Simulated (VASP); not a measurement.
Wanted: the native input for a VASP 6.6.1 run.

- Task: single point
- Functional: LDA
- Potentials or basis: VASP PAW LDA potentials, release 64 (Al, N)
- Cutoff: 520 eV
- k mesh: 11 × 11 × 11
- Occupations: fermi-dirac, width 0.05 eV
- Spin: no spin polarisation
- Dipole correction: no
- Further INCAR settings: ALGO = Normal; EDIFF = 1e-06; NBANDS = 11

The structure of AlN lies in POSCAR:

```
AlN
1.0
    0.0000000000      2.0054893014      2.0054893014
    2.0054893014      0.0000000000      2.0054893014
    2.0054893014      2.0054893014      0.0000000000
Al N
1 1
Direct
    0.5000000000      0.5000000000      0.5000000000
    0.0000000000      0.0000000000      0.0000000000
```

The input as run:

INCAR

```
SYSTEM = AlN
  PREC = Accurate
  ENCUT = 520
  EDIFF = 1E-6
  ISMEAR = -1
  SIGMA = 0.05
  LREAL = .FALSE.
  LASPH = .TRUE.
  NELM = 60
  ALGO = Normal
  ISIF = 2
  LWAVE = .FALSE.
  LCHARG = .TRUE.
  GGA = CA
  LELF = .TRUE.
  LVHAR = .TRUE.
  NBANDS = 11
```

KPOINTS

```
Automatic mesh
0
G
  11 11 11
  0 0 0
```

Potentials or basis: VASP PAW LDA potentials, release 64 (Al, N).

Command:

```console
$ cat potpaw_LDA.64/Al/POTCAR potpaw_LDA.64/N/POTCAR > POTCAR
$ mpirun -np 1 vasp_std > vasp.out
```

It gave:

* Pressure: 0.6 GPa
* Band gap on the k mesh: 4.82 eV, indirect (least direct gap 6.12 eV)

Run time: 7.9 s on 1 thread of AMD EPYC 7R43 64-Core Processor (Zen 3) (shared host), peak memory 0.09 GiB.
